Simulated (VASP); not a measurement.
Runs of VASP 6.6.1 on Ta. The structure is that of space group Im-3m (No. 229), or close to it. The cells are those of the table. 

```csv
cell,gap on the mesh (eV),pressure (GPa)
"a = 2.817 Å, angles 109.5°, 1 atom",none,10.8
"a = 2.860 Å, angles 109.5°, 1 atom",none,0.6
"a = 2.751 Å, angles 109.5°, 1 atom",none,31.0
"a = 2.851 Å, angles 109.5°, 1 atom",none,(b)
"a = 2.781 Å, angles 109.5°, 1 atom",none,(a)
```

Alike in all rows: task single point; level r2SCAN; potentials or basis VASP PAW PBE potentials, release 64 (Ta_pv); no spin polarisation; k mesh 11 × 11 × 11; cutoff (eV) 520; smearing fermi-dirac 0.05 eV.

**Question.** Estimate the missing entries.

**Answer.** (a) 20.9; (b) 2.6.

Caveats: the PAW data sets were made with another functional, which shifts forces and pressure a little; spin-orbit coupling is left out, which moves the levels of the heavy elements; the cell stands under pressure (at least some runs).

A k mesh can miss the band edges, and the runs leave out spin-orbit coupling on Ta.

A gap of «none» marks levels without a gap at the run's occupations.
